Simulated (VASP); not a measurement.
## Ga2BAs3: single point with PBE

Crystal: Ga2BAs3.

```xyz
6
Lattice="3.8003 0.0000 0.0000 -1.9001 3.2911 0.0000 0.0000 0.0000 9.3088" Properties=species:S:1:pos:R:3 pbc="T T T"
Ga    0.0000    0.0000    0.0000
Ga    1.9001    1.0970    3.1029
B     0.0000    2.1941    6.2058
As    0.0000    0.0000    6.9816
As    0.0000    2.1941    3.8786
As    1.9001    1.0970    0.7757
```

* Program: VASP 6.6.1
* Task: single point
* Functional: PBE
* Potentials or basis: VASP PAW PBE potentials, release 64 (Ga_d, B, As)
* Cutoff: 520 eV
* k mesh: 6 × 6 × 2
* Occupations: gaussian, width 0.1 eV
* Spin: no spin polarisation

- Pressure: 6.1 GPa
- Largest force: 2.819 eV/Å
- Band gap on the k mesh: 0.76 eV

Forces in eV/Å, atoms in the order of the input:
```
Ga   0.000  0.000 -0.030
Ga   0.000  0.000  0.347
B    0.000  0.000 -0.189
As   0.000  0.000 -2.819
As   0.000  0.000  2.747
As   0.000  0.000 -0.056
```

Stress tensor (GPa, compression positive):
```
6.23 0.00 0.00
0.00 6.23 0.00
0.00 0.00 5.76
```

Levels at points of the mesh, in eV from the valence-band top:
| k point | band 20 | band 21 | band 22 | band 23 | band 24 | band 25 |
| --- | --- | --- | --- | --- | --- | --- |
| (0.00, 0.00, 0.00) | -0.09 | 0.00 | 0.00 | 0.76 | 1.63 | 1.93 |
| (0.50, 0.00, 0.00) | -3.01 | -2.08 | -1.90 | 1.25 | 1.43 | 2.15 |
| (0.00, 0.00, 0.50) | -0.69 | -0.33 | -0.33 | 0.92 | 1.82 | 2.36 |
| (0.50, 0.00, 0.50) | -2.77 | -1.43 | -1.41 | 1.07 | 1.70 | 1.81 |

It took 62 s on 1 thread of Intel(R) Xeon(R) Platinum 8375C CPU @ 2.90GHz (Ice Lake), with other jobs on the host, peak memory 0.23 GiB.

Caveat: the cell stands under pressure; forces of over 1 eV/Å act on the atoms, so gaps and moduli don't describe the material at rest. A k mesh can miss the band edges.
